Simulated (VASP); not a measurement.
Wanted: the native input for a VASP 6.6.1 run.

```
Task                   : single point
Functional             : PBE
Potentials or basis    : VASP PAW PBE potentials, release 64 (In_d, P)
Cutoff                 : 520 eV
k mesh                 : 4 × 4 × 4
Occupations            : gaussian, width 0.01 eV
Spin                   : no spin polarisation
Dipole correction      : no
Further INCAR settings : ALGO = Normal; EDIFF = 1e-07; NBANDS = 16
```

The structure of InP lies in POSCAR:

```
InP
1.0
    0.0000000000      2.9537876420      2.9537876420
    2.9537876420      0.0000000000      2.9537876420
    2.9537876420      2.9537876420      0.0000000000
In P
1 1
Direct
    0.0000000000      0.0000000000      0.0000000000
    0.2500000000      0.2500000000      0.2500000000
```

These files were run (other wordings do the same):

INCAR

```
ALGO = Normal ; EDIFF = 1E-7
ENCUT = 520 ; GGA = PE
ISIF = 2 ; ISMEAR = 0
LASPH = T ; LCHARG = F
LREAL = F ; LWAVE = F
NBANDS = 16 ; NELM = 80
PREC = Accurate ; SIGMA = 0.01
```

KPOINTS

```
k-points
0
Gamma
  4 4 4
```

Potentials or basis: VASP PAW PBE potentials, release 64 (In_d, P).

Run with:

```console
$ cat potpaw_PBE.64/In_d/POTCAR potpaw_PBE.64/P/POTCAR > POTCAR
$ mpirun -np 1 vasp_std > vasp.out
```

Results of the run:

The pressure is 1.8 GPa and the band gap on the k mesh is 0.57 eV.

Caveat: the k points lie up to 0.46 Å⁻¹ apart; spin-orbit coupling is left out, which moves the levels of the heavy elements.

Wall time 7.6 s on 1 thread of AMD EPYC 7R13 Processor (Zen 3), on a shared host, peak memory 0.14 GiB.
